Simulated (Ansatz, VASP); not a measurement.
# One calculation of LiH, two programs

The input INCAR:

```
SYSTEM = LiH
PREC = Accurate
ENCUT = 520
EDIFF = 1E-6
ISMEAR = 0
SIGMA = 0.05
LREAL = .False.
LASPH = .True.
NELM = 100
ALGO = Normal
ISIF = 2
LWAVE = .False.
LCHARG = .True.
GGA = PE
LELF = .True.
LVHAR = .True.
NBANDS = 9
```

File KPOINTS:

```
Automatic mesh
0
Gamma
  10 10 10
  0 0 0
```

File POSCAR:

```
LiH
1.0
    0.0000000000      1.8699000000      2.1951000000
    1.8699000000      0.0000000000      2.1951000000
    1.8699000000      1.8699000000      0.0000000000
Li H
1 1
Direct
    0.0000000000      0.0000000000      0.0000000000
    0.5000000000      0.5000000000      0.5000000000
```

Input for Ansatz:

```yaml
crystal:
  lattice:
    - [0.0, 1.8699, 2.1951]
    - [1.8699, 0.0, 2.1951]
    - [1.8699, 1.8699, 0.0]
  atoms:
    - { symbol: Li, position: [0.0, 0.0, 0.0] }
    - { symbol: H, position: [0.5, 0.5, 0.5] }
basis:
  ecutwfc: 420
kpoints:
  mp_grid: { grid: [10, 10, 10] }
hamiltonian:
  xc: pbe
scf:
  occupations: { method: gaussian, width: 0.05 }
output:
  forces: true
  stress: true
  eigenvalues: true
```

Change from the starting cell: strain -0.080 along x and y, +0.080 along z, atoms carried along.

Alike in both runs: task single point; functional PBE; k mesh 10 × 10 × 10; occupations gaussian, width 0.05 eV; no spin polarisation.

|  | VASP | Ansatz |
| --- | --- | --- |
| version | VASP 6.6.1 | Ansatz 0.2.0 |
| potentials or method | VASP PAW PBE potentials, release 64 (Li_sv, H), cutoff 520 eV | scalar-relativistic, plane waves, PAW |
| valence electrons in the cell | 4 | 4 |

Ansatz gave:

| Quantity | Value |
| --- | --- |
| gap on the k mesh at the Fermi level (eV) | 1.24 |
| least direct gap on the mesh (eV) | 2.56 |

Task: Estimate VASP's values.

Result: gap on the k mesh at the Fermi level (eV): 1.23; least direct gap on the mesh (eV): 2.55.

The functional is the same, so the differences come from potentials, cutoffs and numerics.

Noted on VASP's run: the cutoff is short for stress, so the pressure is rough.
